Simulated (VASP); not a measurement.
SiBBr:

```xyz
3
Lattice="2.9361 0.0000 0.0000 0.0000 2.9361 0.0000 0.0000 0.0000 4.8612" Properties=species:S:1:pos:R:3 pbc="T T T"
Si    0.0000    0.0000    2.4306
B     1.4681    1.4681    0.0000
Br    0.0000    0.0000    0.0000
```

The cell was generated, and may not be a known phase.

```yaml
Program: VASP 6.6.1
Task: relaxation of cell and atoms
Functional: PBE
Potentials_or_basis: VASP PAW PBE potentials, release 64 (Si, B_h, Br)
Cutoff: 1230 eV
k_mesh: 6 × 6 × 4
Occupations: gaussian, width 0.1 eV
Spin: no spin polarisation
```

At the start: pressure 24.4 GPa; volume 13.97 Å³/atom.

Task: How do energy, volume and symmetry change on relaxing?

Result: Over 13 steps the energy falls by 311.0 meV/atom and the volume is 20.93 Å³/atom (+49.8 %); space group P4/mmm (No. 123, to 0.1 Å) before and after.

Step by step:
```tsv
step	energy change (eV)	largest force (eV/Å)	pressure (GPa)	volume (Å³)
1	0.0000	0.0000	24.41	41.91
2	-0.8613	0.0000	1.24	56.15
3	-0.8703	0.0000	1.12	57.36
4	-0.8843	0.0000	1.14	59.82
5	-0.8874	0.0000	-0.52	64.96
6	-0.8921	0.0000	0.82	61.86
7	-0.8933	0.0000	0.42	62.99
8	-0.8932	0.0000	0.61	62.52
9	-0.9264	0.0000	-0.33	63.64
10	-0.9292	0.0000	-0.61	63.99
11	-0.9294	0.0000	-0.68	64.09
12	-0.9327	0.0000	-0.22	63.17
13	-0.9330	0.0000	0.00	62.78
```

Final structure:
```
Si B Br
1.0
     3.35707    0.00000    0.00000
     0.00000    3.35707    0.00000
     0.00000    0.00000    5.57086
Si B Br
1 1 1
Cartesian
  0.0000 0.0000 2.7854
  1.6785 1.6785 0.0000
  0.0000 0.0000 5.5709
```

Caveat: the volume moved by over 15 % at a fixed basis, so the end points are rough.
